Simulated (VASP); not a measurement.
**ZrB2: single point with PBEsol**

The system is ZrB2.

```
CELL_PARAMETERS angstrom
3.17203 0.00000 0.00000
-1.58602 2.74706 0.00000
0.00000 0.00000 3.74649
ATOMIC_POSITIONS crystal
Zr 0.00000 0.00000 0.00000
B 0.33333 0.66667 0.50000
B 0.66667 0.33333 0.50000
```

- Program: VASP 6.6.1
- Task: single point
- Functional: PBEsol
- Potentials or basis: VASP PAW PBE potentials, release 64 (Zr_sv, B)
- Cutoff: 520 eV
- k mesh: 18 × 18 × 12
- Occupations: gaussian, width 0.15 eV
- Spin: no spin polarisation

```
Pressure               : -15.1 GPa
Band gap on the k mesh : zero (bands 9 and 10 overlap by 1.37 eV)
```

Stress tensor (GPa, compression positive):
```
 -9.51   0.00   0.00
  0.00  -9.51   0.00
  0.00   0.00 -26.25
```

Levels at points of the mesh, in eV from the Fermi level:
```csv
k point,band 6,band 7,band 8,band 9,band 10,band 11,band 12,band 13
"(0.00, 0.00, 0.00)",-2.77,-2.69,-2.12,-2.12,3.18,3.18,3.48,3.48
"(0.50, 0.00, 0.00)",-8.38,-3.99,-2.84,-2.53,2.00,2.09,4.56,4.93
"(0.00, 0.00, 0.50)",-6.85,-0.66,-0.66,0.72,0.72,0.81,0.81,0.82
"(0.50, 0.00, 0.50)",-7.01,-4.13,-3.92,-2.02,2.82,4.09,5.02,5.15
```

Run time: 3.2 min on 1 thread of AMD EPYC 7R43 64-Core Processor (Zen 3), on a shared host, peak memory 0.21 GiB.

Caveat: the stress differs along the axes, from -26 to -10 GPa; the PAW data sets were made with another functional, which shifts forces and pressure a little.
